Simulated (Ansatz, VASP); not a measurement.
**One calculation of Se, two programs**

The input INCAR:

```
SYSTEM = Se
PREC = Accurate ; ENCUT = 520
EDIFF = 1E-6 ; ISMEAR = -1
SIGMA = 0.05 ; LREAL = .False.
LASPH = .True. ; NELM = 60
ALGO = Normal ; ISIF = 2
LWAVE = .False. ; LCHARG = .False.
GGA = PS ; NBANDS = 13
```

File KPOINTS:

```
regular mesh
0
Gamma
  8 8 4
  0 0 0
```

The input POSCAR:

```
Se
1.0
    1.4392761643     -4.1693824832      0.0000000000
    1.4392761643      4.1693824832      0.0000000000
    0.0000000000      0.0000000000      4.7623530853
Se
2
Direct
    0.9356550000      0.0643450000      0.2500000000
    0.0643450000      0.9356550000      0.7500000000
```

Input for Ansatz:

```yaml
crystal:
  lattice:
    - [1.4392761642972336, -4.169382483168613, 0.0]
    - [1.4392761642972336, 4.169382483168613, 0.0]
    - [0.0, 0.0, 4.762353085329984]
  atoms:
    - { symbol: Se, position: [0.935655, 0.064345, 0.25] }
    - { symbol: Se, position: [0.064345, 0.935655, 0.75] }
basis:
  ecutwfc: 500.0
kpoints:
  mp_grid:
    grid: [8, 8, 4]
hamiltonian:
  xc: pbesol
scf:
  convergence:
    dr2_threshold: 1.0e-10
  occupations:
    method: fermi_dirac
    width: 0.05
output:
  stress: true
```

Alike in both runs: task single point; functional PBEsol; k mesh 8 × 8 × 4; occupations fermi-dirac, width 0.05 eV; no spin polarisation.

|  | VASP | Ansatz |
| --- | --- | --- |
| version | VASP 6.6.1 | Ansatz 0.2.0 |
| potentials or method | VASP PAW PBE potentials, release 64 (Se), cutoff 520 eV | plane waves, PAW |
| valence electrons in the cell | 12 | 32 |

```csv
,VASP,Ansatz,Ansatz less VASP
pressure (GPa),-5.1,-5.1,-0.05
"traceless stress, the component that is largest in VASP (GPa)",2.97,3.01,+0.045
```

VASP's potentials were made for PBE, not for PBEsol. The functional is the same, so the differences come from potentials, cutoffs and numerics. VASP's potentials hold 12 valence electrons a cell and Ansatz's 32, so a difference there can come from the potentials and not from the codes.
